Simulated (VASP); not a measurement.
Wanted: the native input for a VASP 6.6.1 run.

```yaml
Task: single point
Functional: LDA
Potentials_or_basis: VASP PAW LDA potentials, release 64 (Li_sv, Mg)
Cutoff: 520 eV
k_mesh: 6 × 6 × 6
Occupations: fermi-dirac, width 0.1 eV
Spin: no spin polarisation
Dipole_correction: no
Further_INCAR_settings: ALGO = Normal; EDIFF = 1e-06; NBANDS = 12
```

The structure of LiMg3 lies in POSCAR:

```
LiMg3
1.0
    4.8675085723      0.0000000000      0.0000000000
    2.4337542861      4.2153860767      0.0000000000
    2.4337542861      1.4051286922      3.9743041069
Li Mg
1 3
Direct
    0.5000000000      0.5000000000      0.5000000000
    0.0000000000      0.0000000000      0.0000000000
    0.2500000000      0.2500000000      0.2500000000
    0.7500000000      0.7500000000      0.7500000000
```

One way to write it, as run:

INCAR

```
SYSTEM = LiMg3
PREC = Accurate
ENCUT = 520
EDIFF = 1E-6
ISMEAR = -1
SIGMA = 0.1
LREAL = .FALSE.
LASPH = .TRUE.
NELM = 80
ALGO = Normal
ISIF = 2
LWAVE = .FALSE.
LCHARG = .TRUE.
LELF = .TRUE.
LVHAR = .TRUE.
NBANDS = 12
```

KPOINTS

```
Automatic mesh
0
G
  6 6 6
  0 0 0
```

Potentials or basis: VASP PAW LDA potentials, release 64 (Li_sv, Mg).

Command:

```bash
$ cat potpaw_LDA.64/Li_sv/POTCAR potpaw_LDA.64/Mg/POTCAR > POTCAR
$ mpirun -np 1 vasp_std > vasp.out
```

Wall time 9.6 s on 1 thread of AMD EPYC 9R45 96-Core Processor (Zen 5) (shared host), peak memory 0.14 GiB.
